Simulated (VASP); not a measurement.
Input of a VASP 6.6.1 run:

The input INCAR:

```
SYSTEM = B6P7
ALGO = Normal ; EDIFF = 1E-6
ENCUT = 420 ; GGA = PE
GGA_COMPAT = .False. ; ISIF = 2
ISMEAR = -1 ; ISYM = -1
LASPH = .True. ; LCHARG = .False.
LREAL = Auto ; LWAVE = .False.
NBANDS = 72 ; NELM = 120
PREC = Accurate ; SIGMA = 0.3447
```

KPOINTS

```
explicit points
1
Reciprocal
  0.25000000   0.25000000   0.25000000 1
```

The input POSCAR:

```
B6P7
1.0
    7.0133910000      0.4643600000      0.0424130000
    0.4643600000      7.2659330000      0.0942560000
    0.0424130000      0.0942560000      7.1824730000
P B
14 12
Direct
    0.8527791465      0.5233629016      0.2737512531
    0.9275676820      0.8394577790      0.0720664233
   -0.0795496199      0.3313832827      0.8737049308
    0.4554756210      0.3236355933      0.6847182462
    0.7430645798      0.7145250765      0.5183245557
    0.3193305174      0.0122300545      0.7685868751
    0.1904031523      0.8965002362      0.3355196608
    1.0467174435     -0.0994611735      0.7894299617
    0.1406356485      1.0593204000      1.1285263330
    0.4603569785      0.4763109079      0.2015838721
    0.1282890053      0.3652152474      0.1805741769
    0.2578834698      0.6237597256      0.8899471382
    0.4722291366      0.7975640076      0.2342348036
    0.7689104109      0.0090925737      0.5279847447
    0.5719356650      0.0956276549      0.6466625092
    0.2256799538      0.5567836099      0.6715206643
   -0.2713440118      0.6561528796      0.8186051194
   -0.1159548738      0.2263042710      0.0880913104
    0.4533636467      0.9820669462     -0.0372557216
    0.6868876185      0.9412437205      0.0912839028
    0.5295973262      0.7960684010     -0.1236046463
    0.3790223357      0.0067572795      0.4818181163
    0.5921307418      0.0070419664      0.2926361451
    0.6475520307      0.2022505165      0.1822169121
    0.2576142235      0.3349398429      0.4102529474
    0.3849776610      0.4948478855      0.4833558804
```

Potentials or basis: VASP PAW PBE potentials, release 64 (P, B).

The run is started by

```console
$ cat potpaw_PBE.64/P/POTCAR potpaw_PBE.64/B/POTCAR > POTCAR
$ mpirun -np 1 vasp_std > vasp.out
```

(1) What does it give for the largest force?

(2) Predict the pressure.

Results:

(1) 7.862 eV/Å.

(2) 8.2 GPa.

Caveat: the atoms stand as in a frame of molecular dynamics.
